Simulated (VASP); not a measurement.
# Mg2C (I4/mmm) in VASP: notebook, part 3 of 3

VASP 6.6.1. The steps go on from the part before.

**6. Single point, PBE, collinear spin**

This run uses another cell than the first one, of 18.35 Å³/atom.

The input, INCAR:

```
SYSTEM = Mg2C
ALGO     = Normal         ! electronic algorithm
EDIFF    = 1E-6           ! SCF threshold, eV
ENCUT    = 520            ! plane-wave cutoff, eV
GGA      = PE             ! functional
ISIF     = 2              ! what is computed and relaxed
ISMEAR   = 0              ! smearing method
ISPIN    = 2              ! spin polarisation
LASPH    = .True.         ! aspherical terms in the spheres
LCHARG   = .False.        ! write CHGCAR
LORBIT   = 11             ! projections on sites
LREAL    = .False.        ! projectors in reciprocal space
LWAVE    = .False.        ! write WAVECAR
MAGMOM   = 0 0 1          ! initial moments
NBANDS   = 15             ! bands
NELM     = 150            ! most SCF steps
PREC     = Accurate       ! precision mode
SIGMA    = 0.1            ! smearing width, eV
```

The input, KPOINTS:

```
k-points
0
Gamma
  6 6 6
  0 0 0
```

The input, POSCAR:

```
Mg2C
1.0
   -2.1174829098      2.1174829098      3.0690716903
    2.1174829098     -2.1174829098      3.0690716903
    2.1174829098      2.1174829098     -3.0690716903
Mg C
2 1
Direct
    0.5000000000      0.0000000000      0.5000000000
    0.0000000000      0.5000000000      0.5000000000
    0.5000000000      0.5000000000      0.0000000000
```

Potentials or basis: VASP PAW PBE potentials, release 64 (Mg, C).

The run is started by

```bash
$ cat potpaw_PBE.64/Mg/POTCAR potpaw_PBE.64/C/POTCAR > POTCAR
$ mpirun -np 1 vasp_std > vasp.out
```

OUTCAR:

```text
SYSTEM = Mg2C
   EDIFF = 1E-6
   ENCUT = 520
   GGA = PE
   ISIF = 2
   ISMEAR = 0
   ISPIN = 2
   LASPH = .True.
   LORBIT = 11
   LREAL = .False.
   NELM = 150
   PREC = Accurate

 ion  position               nearest neighbor table
   1  0.500  0.000  0.500-   3 2.12   3 2.12   2 2.99   2 2.99   2 2.99   2 2.99   2 3.07   2 3.07

   2  0.000  0.500  0.500-   3 2.12   3 2.12   1 2.99   1 2.99   1 2.99   1 2.99   1 3.07   1 3.07

   3  0.500  0.500  0.000-   1 2.12   2 2.12   1 2.12   2 2.12

  LATTYP: Found a body centered tetragonal cell.
 ALAT       =     4.2349658196
 C/A-ratio  =     1.4493962034

  Lattice vectors:

 A1 = (  -2.1174829098,   2.1174829098,   3.0690716903)
 A2 = (   2.1174829098,  -2.1174829098,   3.0690716903)
 A3 = (   2.1174829098,   2.1174829098,  -3.0690716903)

Analysis of symmetry for initial positions (statically):
=====================================================================
 Subroutine PRICEL returns:
 Original cell was already a primitive cell.

 Routine SETGRP: Setting up the symmetry group for a
 body centered tetragonal supercell.

 Subroutine GETGRP returns: Found 16 space group operations
 (whereof 16 operations were pure point group operations)
 out of a pool of 16 trial point group operations.

The static configuration has the point symmetry D_4h.

Analysis of symmetry for dynamics (positions and initial velocities):
=====================================================================
 Subroutine PRICEL returns:
 Original cell was already a primitive cell.

 Routine SETGRP: Setting up the symmetry group for a
 body centered tetragonal supercell.

 Subroutine GETGRP returns: Found 16 space group operations
 (whereof 16 operations were pure point group operations)
 out of a pool of 16 trial point group operations.

The dynamic configuration has the point symmetry D_4h.

Analysis of structural, dynamic, and magnetic symmetry:
=====================================================================
 Subroutine PRICEL returns:
 Original cell was already a primitive cell.

 Routine SETGRP: Setting up the symmetry group for a
 body centered tetragonal supercell.

 Subroutine GETGRP returns: Found 16 space group operations
 (whereof 16 operations were pure point group operations)
 out of a pool of 16 trial point group operations.

The overall configuration has the point symmetry D_4h.

 Subroutine INISYM returns: Found 16 space group operations
 (whereof 16 operations are pure point group operations),
 and found     1 'primitive' translations

----------------------------------------------------------------------------------------

                                     Primitive cell

  volume of cell :      55.0436

  direct lattice vectors                    reciprocal lattice vectors
    -2.117482910  2.117482910  3.069071690     0.000000000  0.236129415  0.162915712
     2.117482910 -2.117482910  3.069071690     0.236129415  0.000000000  0.162915712
     2.117482910  2.117482910 -3.069071690     0.236129415  0.236129415  0.000000000

  length of vectors
     4.287967909  4.287967909  4.287967909     0.286877377  0.286877377  0.333937421

  position of ions in fractional coordinates (direct lattice)
     0.500000000  0.000000000  0.500000000
     0.000000000  0.500000000  0.500000000
[... 100 lines left out ...]
  volume/ion in A,a.u.               =      18.35       123.82
  Fermi-wavevector in a.u.,A,eV,Ry     =   0.860734  1.626552 10.080065  0.740864
  Thomas-Fermi vector in A             =   1.978283
   LORBIT       =     11    0 simple, 1 ext, 2 COOP (PROOUT), +10 PAW based schemes
   GGA     = PE    functional components
   LHFCALC =     F    Hartree Fock is set to
   AEXX    =    0.0000 exact exchange contribution
   IVDW    =     0    specifies the selected vdW correction
   LEPSILON=     F    determine dielectric tensor
   LRPA    =     F    only Hartree local field effects (RPA)
 spin polarized calculation
 Gauss-broadening in eV      SIGMA  =   0.10
  energy-cutoff  :      520.00
  volume of cell :       55.04
 maximum number of plane-waves:      1492
   NGX = 15   NGY = 15   NGZ = 15

 number of electron       7.9999999 magnetization       0.0002144

 number of electron       7.9999999 magnetization      -0.0000209

 Free energy of the ion-electron system (eV)
  ---------------------------------------------------
  ext. energy  EPLUGINS =         0.00000000
  ---------------------------------------------------
  free energy    TOTEN  =       -10.01563680 eV

  energy without entropy =      -10.01445207  energy(sigma->0) =      -10.01504443

 E-fermi :   2.4702     XC(G=0):  -8.6633

 val. band max:        2.1241647263   @ k =   0.5000   0.5000   0.0000
 cond. band min:       2.4762228631   @ k =  -0.1667   0.1667   0.0000
 fundamental gap:      0.3520581368
 Fermi energy:         2.4702037545

 spin component 1

 k-point     1 :       0.0000    0.0000    0.0000
  band No.  band energies     occupation
      1      -7.7880      1.00000
      2       1.1075      1.00000
      3       1.2192      1.00000
      4       1.2192      1.00000
      5       2.8596      0.00000
      6       7.5478      0.00000
      7       8.2095      0.00000
      8       8.2095      0.00000
      9       9.9961      0.00000
     10      10.2359      0.00000
     11      10.2359      0.00000
     12      10.3922      0.00000
     13      10.8823      0.00000
     14      11.3340      0.00000
[... 403 lines left out ...]
      4       0.9986      1.00000
      5       4.0525      0.00000
      6       5.6817      0.00000
      7       6.6314      0.00000
      8       7.9958      0.00000
      9       9.4410      0.00000
     10      11.2588      0.00000
     11      11.2728      0.00000
     12      13.7075      0.00000
     13      14.4979      0.00000
     14      15.9067      0.00000
     15      16.2865      0.00000

 [... further k-points ...]

 spin component 2

 k-point     1 :       0.0000    0.0000    0.0000
  band No.  band energies     occupation
      1      -7.7880      1.00000
      2       1.1076      1.00000
      3       1.2191      1.00000
      4       1.2191      1.00000
      5       2.8597      0.00000
      6       7.5478      0.00000
      7       8.2095      0.00000
      8       8.2095      0.00000
      9       9.9963      0.00000
     10      10.2359      0.00000
     11      10.2359      0.00000
     12      10.3922      0.00000
     13      10.8822      0.00000
     14      11.3342      0.00000
[... 403 lines left out ...]
      4       0.9986      1.00000
      5       4.0526      0.00000
      6       5.6817      0.00000
      7       6.6315      0.00000
      8       7.9958      0.00000
      9       9.4411      0.00000
     10      11.2588      0.00000
     11      11.2728      0.00000
     12      13.7074      0.00000
     13      14.4980      0.00000
     14      15.9067      0.00000
     15      16.2865      0.00000

 [... further k-points ...]

------------------------ aborting loop because EDIFF is reached ----------------------------------------

  FORCE on cell =-STRESS in cart. coord.  units (eV):
  Direction    XX          YY          ZZ          XY          YZ          ZX
  --------------------------------------------------------------------------------------
  -------------------------------------------------------------------------------------
  Total       -0.0081848     -0.0081848      0.0067467      0.0000000     -0.0000000      0.0000000
  in kB       -0.2382392     -0.2382392      0.1963777      0.0000000     -0.0000000      0.0000000
  external PRESSURE =      -0.0933669 kB  Pullay stress =       0.0000000 kB

 VOLUME and BASIS-vectors are now :
 -----------------------------------------------------------------------------
  energy-cutoff  :      520.00
  volume of cell :       55.04
      direct lattice vectors                 reciprocal lattice vectors
    -2.117482910  2.117482910  3.069071690     0.000000000  0.236129415  0.162915712
     2.117482910 -2.117482910  3.069071690     0.236129415  0.000000000  0.162915712
     2.117482910  2.117482910 -3.069071690     0.236129415  0.236129415  0.000000000

 POSITION                                       TOTAL-FORCE (eV/Angst)
 -----------------------------------------------------------------------------------
      0.00000      2.11748      0.00000        -0.000000     -0.000000     -0.000000
      2.11748      0.00000      0.00000        -0.000000      0.000000     -0.000000
      0.00000      0.00000      3.06907         0.000000     -0.000000      0.000000
 -----------------------------------------------------------------------------------
    total drift:                               -0.000000     -0.000000      0.000000

  FREE ENERGIE OF THE ION-ELECTRON SYSTEM (eV)
  ---------------------------------------------------
  free  energy   TOTEN  =       -10.0156367976 eV

  energy  without entropy=      -10.0144520676  energy(sigma->0) =      -10.01504443

 total charge

# of ion       s       p       d       tot
------------------------------------------
    1        0.207   0.160   0.034   0.401
    2        0.207   0.160   0.034   0.401
    3        0.891   1.380   0.000   2.271
--------------------------------------------------
tot          1.306   1.701   0.067   3.074

 magnetization (x)

# of ion       s       p       d       tot
------------------------------------------
    1       -0.000  -0.000  -0.000  -0.000
    2       -0.000  -0.000  -0.000  -0.000
    3       -0.000   0.000   0.000  -0.000
--------------------------------------------------
tot         -0.000   0.000  -0.000  -0.000
```

Run time: 59 s. Hardware: 1 thread of Intel Xeon 8259CL, shared host; peak memory 0.22 GiB.

What came out:

* Free energy: -10.0156 eV
* Pressure: 0.0 GPa
* Band gap on the k mesh: zero (filled and empty bands overlap)
* Net moment: 0.00 μB per cell
* Valence electrons inside the program's atomic spheres: Mg 0.40; C 2.27

Levels at points of the mesh, in eV from the Fermi level:
Spin up:
```
           k point  band 1  band 2  band 3  band 4  band 5  band 6  band 7  band 8  band 9
(0.00, 0.00, 0.00)  -10.26   -1.36   -1.25   -1.25    0.39    5.08    5.74    5.74    7.53
(0.50, 0.00, 0.00)   -9.41   -4.44   -1.49   -0.50    0.84    3.12    4.21    5.30    5.85
(0.50, 0.50, 0.00)   -9.08   -4.07   -2.24   -0.88   -0.35    1.58    4.31    7.15    7.45
(0.50, 0.50, 0.50)   -9.31   -3.31   -2.18   -2.18    0.08    2.50    5.18    6.83    6.83
```
Spin down:
| k point | band 1 | band 2 | band 3 | band 4 | band 5 | band 6 | band 7 | band 8 | band 9 |
| --- | --- | --- | --- | --- | --- | --- | --- | --- | --- |
| (0.00, 0.00, 0.00) | -10.26 | -1.36 | -1.25 | -1.25 | 0.39 | 5.08 | 5.74 | 5.74 | 7.53 |
| (0.50, 0.00, 0.00) | -9.41 | -4.44 | -1.49 | -0.50 | 0.84 | 3.13 | 4.21 | 5.30 | 5.85 |
| (0.50, 0.50, 0.00) | -9.08 | -4.07 | -2.24 | -0.88 | -0.35 | 1.58 | 4.31 | 7.15 | 7.45 |
| (0.50, 0.50, 0.50) | -9.31 | -3.31 | -2.18 | -2.18 | 0.08 | 2.50 | 5.18 | 6.83 | 6.83 |

**7. Overview**

| task | spin | cell | cutoff (eV) | gap on the mesh (eV) | pressure (GPa) | moment (μB) |
| --- | --- | --- | --- | --- | --- | --- |
| single point | off | a = 4.038 Å, angles 117.4, 117.4, 94.6°, 3 atoms | 520 | none | 4.9 | - |
| single point | off | a = 4.288 Å, angles 120.8, 120.8, 88.6°, 3 atoms | 520 | none | 0.0 | - |
| relaxation of cell and atoms | off | relaxed from a = 4.038 Å, angles 117.4, 117.4, 94.6°, 3 atoms | 600 | none | 0.3 | - |
| single point | collinear | a = 4.038 Å, angles 117.4, 117.4, 94.6°, 3 atoms | 520 | none | 4.9 | 0.00 |
| single point | collinear | a = 4.288 Å, angles 120.8, 120.8, 88.6°, 3 atoms | 520 | none | 0.0 | 0.00 |

Alike in all rows: level PBE; potentials or basis VASP PAW PBE potentials, release 64 (Mg, C); k mesh 6 × 6 × 6; smearing gaussian 0.1 eV.

Caveats: the cell stands under pressure (at least some runs).

Total energies depend on the potentials used, so only differences within one code and one set of settings carry meaning.
